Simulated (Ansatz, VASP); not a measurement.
## Cd in VASP and in Ansatz

The input INCAR:

```
SYSTEM = Cd
ALGO = Normal
EDIFF = 1E-6
ENCUT = 520
GGA = CA
ISIF = 2
ISMEAR = -1
LASPH = .True.
LCHARG = .False.
LREAL = .False.
LWAVE = .False.
NBANDS = 19
NELM = 100
PREC = Accurate
SIGMA = 0.05
```

File KPOINTS:

```
k-points
0
Gamma
  9 9 9
  0 0 0
```

The input POSCAR:

```
Cd
1.0
    0.0000000000      3.0681618156      3.0681618156
    3.0681618156      0.0000000000      3.0681618156
    3.0681618156      3.0681618156      0.0000000000
Cd
2
Direct
   -0.2375000000     -0.0875000000     -0.0875000000
    0.2375000000      0.0875000000      0.0875000000
```

Input for Ansatz:

```yaml
crystal:
  lattice:
    - [0.0, 3.0681618156, 3.0681618156]
    - [3.0681618156, 0.0, 3.0681618156]
    - [3.0681618156, 3.0681618156, 0.0]
  atoms:
    - { symbol: Cd, position: [-0.2375, -0.0875, -0.0875] }
    - { symbol: Cd, position: [0.2375, 0.0875, 0.0875] }
kpoints:
  mp_grid: { grid: [9, 9, 9] }
scf:
  occupations: { method: fermi_dirac, width: 0.05 }
hamiltonian:
  xc: lda
  pseudopotentials: { kind: all_electron, lapw: { basis_error: 0.001 } }
output:
  forces: true
  stress: true
  eigenvalues: true
  populations: true
```

Change from the starting cell: shortest bond scaled by 0.7, LAPW.

Alike in both runs: task single point; functional LDA; k mesh 9 × 9 × 9; occupations fermi-dirac, width 0.05 eV; no spin polarisation.

|  | VASP | Ansatz |
| --- | --- | --- |
| version | VASP 6.6.1 | Ansatz 0.2.0 |
| potentials or method | VASP PAW LDA potentials, release 64 (Cd), cutoff 520 eV | all-electron LAPW, scalar-relativistic |

Ansatz gave:

```
pressure (GPa)                                                : 44.9
traceless stress, the component that is largest in VASP (GPa) : -49.62
rms of the force components (eV/Å)                            : 16.586
```

Q: What did VASP give for the same quantities?

A: Pressure (GPa): 47.0; traceless stress, the component that is largest in VASP (GPa): -51.62; rms of the force components (eV/Å): 17.255.

LDA's correlation is that of Perdew and Zunger in VASP and of Perdew and Wang (1992) in Ansatz. Atom by atom the forces differ by 0.669 eV/Å (rms over components). Both programs put the cell under a high pressure, so it lies far from rest at this level. Ansatz ran all-electron here, and VASP with PAW potentials.
